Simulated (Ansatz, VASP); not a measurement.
## ZnS in VASP and in Ansatz

INCAR

```
  PREC = Accurate
  ENCUT = 520
  EDIFF = 1E-7
  ISMEAR = 0
  SIGMA = 0.01
  LREAL = F
  LASPH = T
  NELM = 100
  ALGO = Normal
  ISIF = 2
  LWAVE = F
  LCHARG = F
  GGA = PS
  NBANDS = 26
```

KPOINTS

```
regular mesh
0
Gamma
  6 6 2
```

POSCAR

```
ZnS
1.0
    3.8110000000      0.0000000000      0.0000000000
   -1.9055000000      3.3004200000      0.0000000000
    0.0000000000      0.0000000000      6.2340000000
Zn S
2 2
Direct
    0.3284000000      0.6450400000      0.9941700000
    0.6863200000      0.3269600000      0.5040000000
    0.3363300000      0.7101100000      0.3884900000
    0.6780800000      0.3268100000      0.8820700000
```

Input for Ansatz:

```yaml
crystal:
  lattice:
    - [3.811, 0.0, 0.0]
    - [-1.9055, 3.30042, 0.0]
    - [0.0, 0.0, 6.234]
  atoms:
    - { symbol: Zn, position: [0.3284, 0.64504, 0.99417] }
    - { symbol: Zn, position: [0.68632, 0.32696, 0.504] }
    - { symbol: S, position: [0.33633, 0.71011, 0.38849] }
    - { symbol: S, position: [0.67808, 0.32681, 0.88207] }
basis:
  ecutwfc: 540.0
  xc_grid: 2
kpoints:
  mp_grid:
    grid: [6, 6, 2]
hamiltonian:
  xc: pbesol
scf:
  convergence:
    dr2_threshold: 1.0e-09
  occupations:
    method: fixed
output:
  forces: true
  stress: true
```

Alike in both runs: task single point; functional PBEsol; k mesh 6 × 6 × 2; no spin polarisation.

|  | VASP | Ansatz |
| --- | --- | --- |
| version | VASP 6.6.1 | Ansatz 0.2.0 |
| potentials or method | VASP PAW PBE potentials, release 64 (Zn, S), cutoff 520 eV | plane waves, PAW |
| occupations | gaussian, width 0.01 eV | fixed |
| valence electrons in the cell | 36 | 36 |

VASP gave:

```
pressure (GPa)                                                : 0.0
traceless stress, the component that is largest in VASP (GPa) : 2.75
rms of the force components (eV/Å)                            : 0.661
```

**Question.** Which values does Ansatz return?

**Answer.** Pressure (GPa): -0.2; traceless stress, the component that is largest in VASP (GPa): 2.72; rms of the force components (eV/Å): 0.658.

VASP's potentials were made for PBE, not for PBEsol. Atom by atom the forces differ by 0.004 eV/Å (rms over components). Ansatz's warnings: stress scf threshold loose.

The k mesh is coarse, so the values compare programs but aren't converged.
